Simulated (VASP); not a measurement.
# Mg (P6_3/mmc) in VASP: notebook

The runs below take Mg through single point, with LDA.

All numbers are computed with VASP 6.6.1; they aren't measurements. Logs are shortened: lines on timing, memory, paths and dates and some standing lists are left out, and cuts for length are marked.

### Step 1. The cell of the first run

The structure is hexagonal, space group P6_3/mmc (No. 194). The conventional cell has a = 3.133 Å, b = 3.133 Å, c = 5.085 Å, α = 90.00°, β = 90.00°, γ = 120.00°. Mg (site symmetry -6m2) has 12 Mg at 3.12 to 3.13 Å within 4.1 Å.

### Step 2. Single point, LDA

INCAR reads:

```
PREC = Accurate ; ENCUT = 520
EDIFF = 1E-7 ; ISMEAR = -1
SIGMA = 0.1 ; LREAL = F
LASPH = T ; NELM = 60
ALGO = Normal ; ISIF = 2
LWAVE = F ; LCHARG = F
NBANDS = 9
```

KPOINTS reads:

```
Automatic mesh
0
Gamma
  12 12 7
```

POSCAR reads:

```
Mg
1.0
    3.1325008903      0.0000000000      0.0000000000
   -1.5662504451      2.7128253484      0.0000000000
    0.0000000000      0.0000000000      5.0848940941
Mg
2
Direct
    0.3333333333      0.6666666667      0.2500000000
    0.6666666667      0.3333333333      0.7500000000
```

Potentials or basis: VASP PAW LDA potentials, release 64 (Mg).

Launch:

```bash
> cat potpaw_LDA.64/Mg/POTCAR > POTCAR
> mpirun -np 1 vasp_std > vasp.out
```

OUTCAR:

```text
PREC = Accurate
   ENCUT = 520
   EDIFF = 1E-7
   ISMEAR = -1
   LREAL = F
   LASPH = T
   NELM = 60
   ISIF = 2

 ion  position               nearest neighbor table
   1  0.333  0.667  0.250-   2 3.12   2 3.12   2 3.12   2 3.12   2 3.12   2 3.12
   2  0.667  0.333  0.750-   1 3.12   1 3.12   1 3.12   1 3.12   1 3.12   1 3.12

  LATTYP: Found a hexagonal cell.
 ALAT       =     3.1325008903
 C/A-ratio  =     1.6232698001

  Lattice vectors:

 A1 = (   3.1325008903,   0.0000000000,   0.0000000000)
 A2 = (  -1.5662504451,   2.7128253484,   0.0000000000)
 A3 = (   0.0000000000,   0.0000000000,   5.0848940941)

Analysis of symmetry for initial positions (statically):
=====================================================================
 Subroutine PRICEL returns:
 Original cell was already a primitive cell.

 Routine SETGRP: Setting up the symmetry group for a
 hexagonal supercell.

 Subroutine GETGRP returns: Found 24 space group operations
 (whereof 12 operations were pure point group operations)
 out of a pool of 24 trial point group operations.

The static configuration has the point symmetry D_3d.
 The point group associated with its full space group is D_6h.

Analysis of symmetry for dynamics (positions and initial velocities):
=====================================================================
 Subroutine PRICEL returns:
 Original cell was already a primitive cell.

 Routine SETGRP: Setting up the symmetry group for a
 hexagonal supercell.

 Subroutine GETGRP returns: Found 24 space group operations
 (whereof 12 operations were pure point group operations)
 out of a pool of 24 trial point group operations.

The dynamic configuration has the point symmetry D_3d.
 The point group associated with its full space group is D_6h.

 Subroutine INISYM returns: Found 24 space group operations
 (whereof 12 operations are pure point group operations),
 and found     1 'primitive' translations

----------------------------------------------------------------------------------------

                                     Primitive cell

  volume of cell :      43.2111

  direct lattice vectors                    reciprocal lattice vectors
     3.132500890  0.000000000  0.000000000     0.319233748  0.184309690  0.000000000
    -1.566250445  2.712825348  0.000000000     0.000000000  0.368619381  0.000000000
     0.000000000  0.000000000  5.084894094     0.000000000  0.000000000  0.196660930

  length of vectors
     3.132500890  3.132500890  5.084894094     0.368619381  0.368619381  0.196660930

  position of ions in fractional coordinates (direct lattice)
     0.333333333  0.666666667  0.250000000
     0.666666667  0.333333333  0.750000000

  ion indices of the primitive-cell ions
   primitive index   ion index
                 1           1
                 2           2

----------------------------------------------------------------------------------------

 KPOINTS: Automatic mesh

Automatic generation of k-mesh.
 Grid dimensions read from file:
 generate k-points for:   12   12    7

 Generating k-lattice:

  Cartesian coordinates                     Fractional coordinates (reciprocal lattice)
     0.026602812  0.015359141  0.000000000     0.083333333  0.000000000  0.000000000
     0.000000000  0.030718282  0.000000000     0.000000000  0.083333333  0.000000000
     0.000000000  0.000000000  0.028094419     0.000000000  0.000000000  0.142857143

  Length of vectors
     0.030718282  0.030718282  0.028094419

  Shift w.r.t. Gamma in fractional coordinates (k-lattice)
     0.000000000  0.000000000  0.000000000

 Subroutine IBZKPT returns following result:
 ===========================================

 Found     76 irreducible k-points:

 Following reciprocal coordinates:
            Coordinates               Weight
  0.000000  0.000000  0.000000      1.000000
  0.083333  0.000000  0.000000      6.000000
  0.166667  0.000000  0.000000      6.000000
  0.250000  0.000000  0.000000      6.000000
  0.333333  0.000000  0.000000      6.000000
  0.416667  0.000000  0.000000      6.000000
[... 16 lines left out ...]
  0.250000  0.000000  0.142857     12.000000
  0.333333  0.000000  0.142857     12.000000
 [... further k-points ...]
   k-points           NKPTS =     76   k-points in BZ     NKDIM =     76   number of bands    NBANDS=      9
   number of dos      NEDOS =    301   number of ions     NIONS =      2
   total plane-waves  NPLWV =  23040
   dimension x,y,z NGX =    24 NGY =   24 NGZ =   40
   dimension x,y,z NGXF=    48 NGYF=   48 NGZF=   80
   ions per type =               2
   NGX,Y,Z   is equivalent  to a cutoff of  12.74, 12.74, 13.08 a.u.
   NGXF,Y,Z  is equivalent  to a cutoff of  25.47, 25.47, 26.16 a.u.
 SYSTEM =  unknown system
   PREC   = accura    normal or accurate (medium, high low for compatibility)
   ISTART =      0    job   : 0-new  1-cont  2-samecut
   ICHARG =      2    charge: 1-file 2-atom 10-const
   ISPIN  =      1    spin polarized calculation?
   LNONCOLLINEAR =      F non collinear calculations
   LSORBIT =      F    spin-orbit coupling
   LASPH  =      T    aspherical Exc in radial PAW
   ENCUT  =  520.0 eV  38.22 Ry    6.18 a.u.   5.82  5.82  9.45*2*pi/ulx,y,z
   NELM   =     60;   NELMIN=  2; NELMDL= -5     # of ELM steps
   EDIFF  = 0.1E-06   stopping-criterion for ELM
   LREAL  =      F    real-space projection
   EDIFFG = 0.1E-05   stopping-criterion for IOM
   NSW    =      0    number of steps for IOM
   IBRION =     -1    ionic relax: 0-MD 1-quasi-New 2-CG
   NFREE  =      0    steps in history (QN), initial steepest desc. (CG)
   ISIF   =      2    stress and relaxation
   ISYM   =      2    0-nonsym 1-usesym 2-fastsym
   POTIM  = 0.5000    time-step for ionic-motion
   TEBEG  =    0.0;   TEEND  =   0.0 temperature during run
   PSTRESS=    0.0 pullay stress
   NELECT =       4.0000    total number of electrons
   NUPDOWN=      -1.0000    fix difference up-down
   EMIN   =  10.00;   EMAX   =-10.00  energy-range for DOS
   EFERMI =   0.00;   METHOD = LEGACY
   ISMEAR =    -1;   SIGMA  =   0.10  broadening in eV -4-tet -1-fermi 0-gaus
   EFERMI_NEDOS =   21; number of points for ismear=-14 and -15
   IALGO  =     38    algorithm
   IMIX   =      4    mixing-type and parameters
     AMIX     =   0.40;   BMIX     =  1.00
     AMIX_MAG =   1.60;   BMIX_MAG =  1.00
  volume/ion in A,a.u.               =      21.61       145.80
  Fermi-wavevector in a.u.,A,eV,Ry     =   0.740565  1.399465  7.461932  0.548437
  Thomas-Fermi vector in A             =   1.834998
   LORBIT       =      0    0 simple, 1 ext, 2 COOP (PROOUT), +10 PAW based schemes
   GGA     = CA    functional components
   LHFCALC =     F    Hartree Fock is set to
   AEXX    =    0.0000 exact exchange contribution
   IVDW    =     0    specifies the selected vdW correction
   LEPSILON=     F    determine dielectric tensor
   LRPA    =     F    only Hartree local field effects (RPA)
 non-spin polarized calculation
  energy-cutoff  :      520.00
  volume of cell :       43.21
 maximum number of plane-waves:      1183
 NGX is ok and might be reduce to    24
   NGX = 11   NGY = 11   NGZ = 19

 number of electron       4.0000000 magnetization

 Free energy of the ion-electron system (eV)
  ---------------------------------------------------
  ext. energy  EPLUGINS =         0.00000000
  ---------------------------------------------------
  free energy    TOTEN  =        -3.63417573 eV

  energy without entropy =       -3.60782035  energy(sigma->0) =       -3.62099804

 E-fermi :   2.7526     XC(G=0):  -8.8773

 val. band max:        2.7175787129   @ k =   0.2500   0.0833   0.0000
 cond. band min:       2.8801554735   @ k =   0.4167   0.0833   0.2857
 fundamental gap:      0.1625767606
 Fermi energy:         2.7525943883

 k-point     1 :       0.0000    0.0000    0.0000
  band No.  band energies     occupation
      1      -4.3925      2.00000
      2       1.0414      2.00000
      3       1.5199      1.99999
      4      14.0384      0.00000
      5      14.0384      0.00000
      6      14.2064      0.00000
      7      14.2064      0.00000
      8      14.9615      0.00000
      9      16.7332      0.00000

 k-point     2 :       0.0833    0.0000    0.0000
  band No.  band energies     occupation
      1      -4.2504      2.00000
      2       1.1701      2.00000
      3       1.6577      1.99996
      4      11.7308      0.00000
      5      12.8362      0.00000
      6      13.6722      0.00000
      7      15.5924      0.00000
      8      15.8413      0.00000
      9      16.5341      0.00000

 k-point     3 :       0.1667    0.0000    0.0000
  band No.  band energies     occupation
      1      -3.8253      2.00000
      2       1.5564      1.99999
      3       2.0654      1.99793
      4       9.1345      0.00000
      5      11.7836      0.00000
      6      12.4040      0.00000
      7      13.9884      0.00000
      8      14.9717      0.00000
      9      16.5346      0.00000

 k-point     4 :       0.2500    0.0000    0.0000
  band No.  band energies     occupation
      1      -3.1214      2.00000
      2       2.2011      1.99198
      3       2.7165      1.17833
      4       6.7308      0.00000
      5      10.9659      0.00000
      6      11.0386      0.00000
      7      11.5604      0.00000
      8      13.3948      0.00000
      9      15.5278      0.00000

 k-point     5 :       0.3333    0.0000    0.0000
  band No.  band energies     occupation
      1      -2.1451      2.00000
      2       3.1052      0.05717
      3       3.3900      0.00340
      4       4.7743      0.00000
      5       9.3575      0.00000
      6       9.5270      0.00000
      7      10.3833      0.00000
      8      12.2468      0.00000
      9      14.8574      0.00000

 k-point     6 :       0.4167    0.0000    0.0000
  band No.  band energies     occupation
      1      -0.9063      2.00000
      2       2.2635      1.98508
      3       4.2677      0.00000
      4       5.0787      0.00000
      5       7.4091      0.00000
      6       7.9414      0.00000
      7      10.0345      0.00000
      8      11.6123      0.00000
      9      14.4513      0.00000
[... 169 lines left out ...]
 k-point    21 :       0.0833    0.0000    0.1429
  band No.  band energies     occupation
      1      -4.1316      2.00000
      2      -0.0763      2.00000
      3       3.1064      0.05647
      4      11.8104      0.00000
      5      12.9313      0.00000
      6      13.5556      0.00000
      7      14.3326      0.00000
      8      15.5381      0.00000
      9      15.9354      0.00000

 k-point    22 :       0.1667    0.0000    0.1429
  band No.  band energies     occupation
      1      -3.7071      2.00000
      2       0.3274      2.00000
      3       3.4931      0.00122
      4       9.2360      0.00000
      5      11.8809      0.00000
      6      12.2165      0.00000
      7      13.2947      0.00000
      8      14.9656      0.00000
      9      15.2870      0.00000

 k-point    23 :       0.2500    0.0000    0.1429
  band No.  band energies     occupation
      1      -3.0041      2.00000
      2       0.9941      2.00000
      3       4.1045      0.00000
      4       6.8530      0.00000
      5      10.2510      0.00000
      6      11.0636      0.00000
      7      11.9289      0.00000
      8      13.9617      0.00000
      9      14.5020      0.00000

 k-point    24 :       0.3333    0.0000    0.1429
  band No.  band energies     occupation
      1      -2.0292      2.00000
      2       1.9038      1.99959
      3       4.2699      0.00000
      4       5.3937      0.00000
      5       8.2058      0.00000
      6      10.4809      0.00000
      7      10.6154      0.00000
      8      12.5713      0.00000
      9      13.9061      0.00000

 [... further k-points ...]
[... 5 lines left out ...]
  --------------------------------------------------------------------------------------
  -------------------------------------------------------------------------------------
  Total       -0.0089214     -0.0089214     -0.2299867     -0.0000000      0.0000000      0.0000000
  in kB       -0.3307858     -0.3307858     -8.5274341     -0.0000000      0.0000000      0.0000000
  external PRESSURE =      -3.0630019 kB  Pullay stress =       0.0000000 kB

 VOLUME and BASIS-vectors are now :
 -----------------------------------------------------------------------------
  energy-cutoff  :      520.00
  volume of cell :       43.21
      direct lattice vectors                 reciprocal lattice vectors
     3.132500890  0.000000000  0.000000000     0.319233748  0.184309690  0.000000000
    -1.566250445  2.712825348  0.000000000     0.000000000  0.368619381  0.000000000
     0.000000000  0.000000000  5.084894094     0.000000000  0.000000000  0.196660930

 POSITION                                       TOTAL-FORCE (eV/Angst)
 -----------------------------------------------------------------------------------
     -0.00000      1.80855      1.27122        -0.000000      0.000000      0.000000
      1.56625      0.90428      3.81367         0.000000     -0.000000      0.000000
 -----------------------------------------------------------------------------------
    total drift:                               -0.000000      0.000000     -0.000000

  FREE ENERGIE OF THE ION-ELECTRON SYSTEM (eV)
  ---------------------------------------------------
  free  energy   TOTEN  =        -3.6341757278 eV

  energy  without entropy=       -3.6078203461  energy(sigma->0) =       -3.62099804
```

Run time: 18 s. Hardware: 1 thread of Intel Xeon Platinum 8488C (Sapphire Rapids), shared host; peak memory 0.15 GiB.

What came out:

* Free energy: -3.6342 eV
* Pressure: -0.3 GPa
* Band gap on the k mesh: zero (band 2 reaches 3.81 eV, above the bottom of band 3 at 1.52 eV)

Stress tensor (GPa, compression positive):
```
-0.03  0.00  0.00
 0.00 -0.03  0.00
 0.00  0.00 -0.85
```

[end of part 1 of 2]
